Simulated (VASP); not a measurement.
Set up this calculation in VASP 6.6.1, as the native input.

```
Task                   : relaxation of cell and atoms
Functional             : PBE
Potentials or basis    : VASP PAW PBE potentials, release 64 (Be, P, Pd)
Cutoff                 : 600 eV
k mesh                 : 4 × 4 × 4
Occupations            : gaussian, width 0.1 eV
Spin                   : no spin polarisation
Dipole correction      : no
Further INCAR settings : ALGO = Normal; EDIFF = 1e-06; IBRION = 2; EDIFFG = -0.04; NSW = 90; ISIF = 3
```

The structure of BeP3Pd lies in POSCAR:

```
BeP3Pd
1.0
    3.9666812564      0.0000000000      0.0000000000
    0.0000000000      3.9666812564      0.0000000000
    0.0000000000      0.0000000000      4.0163890416
Be P Pd
1 3 1
Direct
    0.0000000000      0.0000000000      0.0000000000
    0.5000000000      0.5000000000      0.9750000000
    0.0000000000      0.5000000000      0.4850000000
    0.5000000000      0.0000000000      0.4850000000
    0.5000000000      0.5000000000      0.5150000000
```

One way to write it, as run:

INCAR

```
ALGO = Normal
EDIFF = 1E-6
EDIFFG = -0.04
ENCUT = 600
GGA = PE
IBRION = 2
ISIF = 3
ISMEAR = 0
LASPH = True
LCHARG = False
LREAL = False
LWAVE = False
NELM = 60
NSW = 90
PREC = Accurate
SIGMA = 0.1
```

KPOINTS

```
k-points
0
Gamma
  4 4 4
```

Potentials or basis: VASP PAW PBE potentials, release 64 (Be, P, Pd).

Run with:

```bash
$ cat potpaw_PBE.64/Be/POTCAR potpaw_PBE.64/P/POTCAR potpaw_PBE.64/Pd/POTCAR > POTCAR
$ mpirun -np 1 vasp_std > vasp.out
```

It gave:

* Relaxed volume: 18.44 Å³/atom
* Relaxed cell: a = 4.411 Å, b = 4.411 Å, c = 4.739 Å, α = 90.00°, β = 90.00°, γ = 90.00°
* Space group after relaxing (to 0.1 Å): P4mm (No. 99)
* Energy gained by relaxing: 2733.0 meV/atom
* Ionic steps: 42
* Pressure after relaxing: -0.1 GPa
* Largest force after relaxing: 0.034 eV/Å
* Band gap on the k mesh: zero (an odd number of electrons rules out a gap without spin polarisation)

Caveat: the k points lie up to 0.36 Å⁻¹ apart in the final cell, too coarse for converged energies and pressures of a metal; the volume moved by over 15 % at a fixed basis, so the end points are rough.

It took 21 min on 1 thread of AMD EPYC 7R13, on a shared host, peak memory 0.17 GiB.
